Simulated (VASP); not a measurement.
A run of VASP 6.6.1 is set up as follows.

File POSCAR:

```
KCl
1.0
   -0.0421409514      3.1448471213      3.1448471213
    3.1448471213     -0.0421409514      3.1448471213
    3.1027061699      3.1027061699      0.0000000000
K Cl
1 1
Direct
    0.0000000000      0.0000000000      0.0000000000
    0.5000000000      0.5000000000      0.5000000000
```

The input INCAR.step1:

```
SYSTEM = KCl
  PREC = Accurate
  ENCUT = 520
  ISMEAR = 0
  SIGMA = 0.01
  LREAL = .FALSE.
  LASPH = .TRUE.
  NELM = 60
  NBANDS = 15
  GGA = PE
  ALGO = Normal
  EDIFF = 1E-4
  LWAVE = .TRUE.
  LCHARG = .FALSE.
```

File INCAR.step2:

```
SYSTEM = KCl
  PREC = Accurate
  ENCUT = 520
  EDIFF = 1E-6
  ISMEAR = 0
  SIGMA = 0.01
  LREAL = .FALSE.
  LASPH = .TRUE.
  NELM = 60
  ALGO = Normal
  ISIF = 2
  LWAVE = .FALSE.
  LCHARG = .TRUE.
  METAGGA = R2SCAN
  LMIXTAU = .TRUE.
  LELF = .TRUE.
  LVHAR = .TRUE.
  NBANDS = 15
  ISTART = 1
```

Contents of KPOINTS:

```
Automatic mesh
0
G
  8 8 8
  0 0 0
```

Potentials or basis: VASP PAW PBE potentials, release 64 (K_sv, Cl).

Run with:

```bash
$ cat potpaw_PBE.64/K_sv/POTCAR potpaw_PBE.64/Cl/POTCAR > POTCAR
$ cp INCAR.step1 INCAR
$ mpirun -np 1 vasp_std > vasp.out
$ cp INCAR.step2 INCAR
$ mpirun -np 1 vasp_std > vasp.out
```

What does it give for the pressure?

0.0 GPa.

What does it give for the band gap on the k mesh?

5.81 eV, direct.

Stress tensor (GPa, compression positive):
```
 0.00  0.17  0.00
 0.17  0.00  0.00
 0.00  0.00 -0.01
```

Caveat: the cell differs from its parent crystal (shear xy strain -2.7%); the PAW data sets were made with another functional, which shifts forces and pressure a little. A k mesh can miss the band edges.
